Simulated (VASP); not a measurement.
Input of a VASP 6.6.1 run:

File INCAR:

```
ALGO = Normal
EDIFF = 1E-6
ENCUT = 520
GGA = PS
ISIF = 2
ISMEAR = 0
LASPH = True
LCHARG = True
LELF = True
LREAL = False
LVHAR = True
LWAVE = False
NBANDS = 18
NELM = 60
PREC = Accurate
SIGMA = 0.1
```

File KPOINTS:

```
k-points
0
Gamma
  18 18 18
```

File POSCAR:

```
Si2Mo
1.0
   -1.5951907422      1.5951907422      3.9106688840
    1.5951907422     -1.5951907422      3.9106688840
    1.5951907422      1.5951907422     -3.9106688840
Si Mo
2 1
Direct
    0.6649355265      0.6649355265      0.0000000000
    0.3350644735      0.3350644735      0.0000000000
    0.0000000000      0.0000000000      0.0000000000
```

Potentials or basis: VASP PAW PBE potentials, release 64 (Si, Mo_sv).

Launch:

```sh
$ cat potpaw_PBE.64/Si/POTCAR potpaw_PBE.64/Mo_sv/POTCAR > POTCAR
$ mpirun -np 1 vasp_std > vasp.out
```

Question: What does it give for the pressure?

Answer: 0.3 GPa.

Question: Predict the largest force.

Answer: 0.004 eV/Å.

Forces in eV/Å, atoms in the order of the input:
```
Si   0.000  0.000  0.004
Si   0.000  0.000 -0.004
Mo   0.000  0.000  0.000
```

Caveat: the PAW data sets were made with another functional, which shifts forces and pressure a little.
